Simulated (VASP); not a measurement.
**ZrAg3: single point with PBE**

The system is ZrAg3.

```xyz
4
Lattice="4.4106 0.0000 0.0000 0.0000 4.4106 0.0000 0.0000 0.0000 4.4106" Properties=species:S:1:pos:R:3 pbc="T T T"
Zr    0.0000    0.0000    0.0000
Ag    0.0000    2.2053    2.2053
Ag    2.2053    2.2053    0.0000
Ag    2.2053    0.0000    2.2053
```

```
Program                : VASP 6.6.1
Task                   : single point
Functional             : PBE
Potentials or basis    : VASP PAW PBE potentials, release 64 (Zr_sv, Ag)
Cutoff                 : 520 eV
k mesh                 : 8 × 8 × 8
Occupations            : gaussian, width 0.05 eV
Spin                   : no spin polarisation
Dipole correction      : no
Further INCAR settings : ALGO = Normal; EDIFF = 1e-06; NBANDS = 30
```

The pressure is -7.0 GPa. The band gap on the k mesh is zero (an odd number of electrons rules out a gap without spin polarisation).

Levels at points of the mesh, in eV from the Fermi level:
```csv
k point,band 20,band 21,band 22,band 23,band 24,band 25
"(0.00, 0.00, 0.00)",-3.02,0.39,0.39,1.70,1.70,1.70
"(0.50, 0.00, 0.00)",-3.40,-3.02,0.00,0.00,0.13,1.34
"(0.50, 0.50, 0.00)",-3.26,-2.00,-0.87,-0.87,0.40,0.40
"(0.50, 0.50, 0.50)",-0.41,-0.41,-0.41,0.02,0.02,0.02
```

Run time: 120 s on 1 thread of Oxide Virtual Turin-like Processor, on a shared host, peak memory 0.21 GiB.

Caveat: the cell stands under tension.
